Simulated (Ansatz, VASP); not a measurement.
**Two plane-wave programs on Sb**

```xyz
2
Lattice="2.1580 1.2459 3.6817 -2.1580 1.2459 3.6817 0.0000 -2.4919 3.6817" Properties=species:S:1:pos:R:3 pbc="T T T"
Sb    0.0000    0.0000    2.6129
Sb    0.0000    0.0000    8.4322
```

Alike in both runs: functional PBEsol; k mesh 12 × 12 × 12; occupations fermi-dirac, width 0.15 eV; no spin polarisation.

Ansatz relaxed the structure, and its values are those at the end. VASP's run is a single point on that final structure, the one shown.

|  | VASP | Ansatz |
| --- | --- | --- |
| version | VASP 6.6.1 | Ansatz 0.2.0 |
| potentials or method | VASP PAW PBE potentials, release 64 (Sb), cutoff 520 eV | scalar-relativistic, plane waves, PAW |
| valence electrons in the cell | 10 | 30 |

```csv
,VASP,Ansatz,Ansatz less VASP
gap on the k mesh at the Fermi level (eV),none,none,-
pressure (GPa),0.2,0.0,-0.17
rms of the force components (eV/Å),0.027,0.000,-0.0269
```

VASP's potentials were made for PBE, not for PBEsol. A gap of «none» marks a metal or a gap that the smearing closes. VASP's potentials hold 10 valence electrons a cell and Ansatz's 30, so a difference there can come from the potentials and not from the codes.

Neither program's run includes spin-orbit coupling.
